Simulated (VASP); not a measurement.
TePb: single point with PBE

The system is TePb.

```
Pb Te
1.0
     4.45597    0.00000    0.00000
    -2.22798    3.85898    0.00000
     0.00000    0.00000    4.18920
Pb Te
1 1
Direct
  0.00000 0.00000 0.02865
  0.66667 0.33333 0.50000
```

This cell differs from its parent crystal: atom 1 (Pb) moved 0.12 Å along z.

* Program: VASP 6.6.1
* Task: single point
* Functional: PBE
* Potentials or basis: VASP PAW PBE potentials, release 64 (Pb_d, Te)
* Cutoff: 520 eV
* k mesh: 10 × 10 × 8
* Occupations: gaussian, width 0.05 eV
* Spin: no spin polarisation
* Dipole correction: no
* Further INCAR settings: ALGO = Normal; EDIFF = 1e-06; NBANDS = 17

```
Pressure               : 0.2 GPa
Largest force          : 0.096 eV/Å
Band gap on the k mesh : zero (band 10 reaches 5.12 eV, above the bottom of band 11 at 4.72 eV)
```

Forces in eV/Å, atoms in the order of the input:
```
Pb   0.000  0.000  0.096
Te   0.000  0.000 -0.096
```

Stress tensor (GPa, compression positive):
```
0.11 0.00 0.00
0.00 0.11 0.00
0.00 0.00 0.30
```

Levels at points of the mesh, in eV from the Fermi level:
```tsv
k point	band 6	band 7	band 8	band 9	band 10	band 11	band 12	band 13	band 14	band 15
(0.00, 0.00, 0.00)	-11.70	-6.17	-1.69	-1.04	-1.04	2.72	2.72	4.16	5.72	5.90
(0.50, 0.00, 0.00)	-10.55	-8.20	-2.16	-1.66	-0.47	2.01	2.66	4.55	4.74	9.21
(0.00, 0.00, 0.50)	-10.53	-8.65	-0.23	-0.23	0.00	1.15	2.54	2.54	6.99	6.99
(0.50, 0.00, 0.50)	-9.88	-7.69	-3.69	-3.44	-0.76	1.42	2.42	2.78	8.55	9.68
```

Run time: 54 s on 1 thread of AMD EPYC 9R45 96-Core Processor (Zen 5) (shared host), peak memory 0.24 GiB.

Caveat: the cell differs from its parent crystal (atom 1 (Pb) moved 0.12 Å along z); spin-orbit coupling is left out, which moves the levels of the heavy elements.
